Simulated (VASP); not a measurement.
Write the native input for VASP 6.6.1 that does the following.

| Quantity | Value |
| --- | --- |
| Task | single point |
| Functional | PBE |
| Potentials or basis | VASP PAW PBE potentials, release 64 (Ga_d, Sb) |
| Cutoff | 520 eV |
| k mesh | 16 × 16 × 16 |
| Occupations | gaussian, width 0.15 eV |
| Spin | no spin polarisation |
| Dipole correction | no |
| Further INCAR settings | ALGO = Normal; EDIFF = 1e-06; NBANDS = 16 |

The structure of GaSb lies in POSCAR:

```
GaSb
1.0
   -2.5723000000      2.5723000000      1.7709000000
    2.5723000000     -2.5723000000      1.7709000000
    2.5723000000      2.5723000000     -1.7709000000
Ga Sb
1 1
Direct
    0.2500000000      0.7500000000      0.5000000000
    0.0000000000      0.0000000000      0.0000000000
```

One way to write it, as run:

INCAR

```
SYSTEM = GaSb
  PREC = Accurate
  ENCUT = 520
  EDIFF = 1E-6
  ISMEAR = 0
  SIGMA = 0.15
  LREAL = .False.
  LASPH = .True.
  NELM = 60
  ALGO = Normal
  ISIF = 2
  LWAVE = .False.
  LCHARG = .False.
  GGA = PE
  NBANDS = 16
```

KPOINTS

```
Automatic mesh
0
Gamma
  16 16 16
  0 0 0
```

Potentials or basis: VASP PAW PBE potentials, release 64 (Ga_d, Sb).

Command:

```sh
$ cat potpaw_PBE.64/Ga_d/POTCAR potpaw_PBE.64/Sb/POTCAR > POTCAR
$ mpirun -np 1 vasp_std > vasp.out
```

It gave:

The pressure is 4.4 GPa and the band gap on the k mesh is zero (bands 9 and 10 overlap by 4.78 eV).

Caveat: the cell stands under pressure; spin-orbit coupling is left out, which moves the levels of the heavy elements.

Run time: 5.2 min on 1 thread of Intel Xeon 8259CL, on a shared host, peak memory 0.39 GiB.
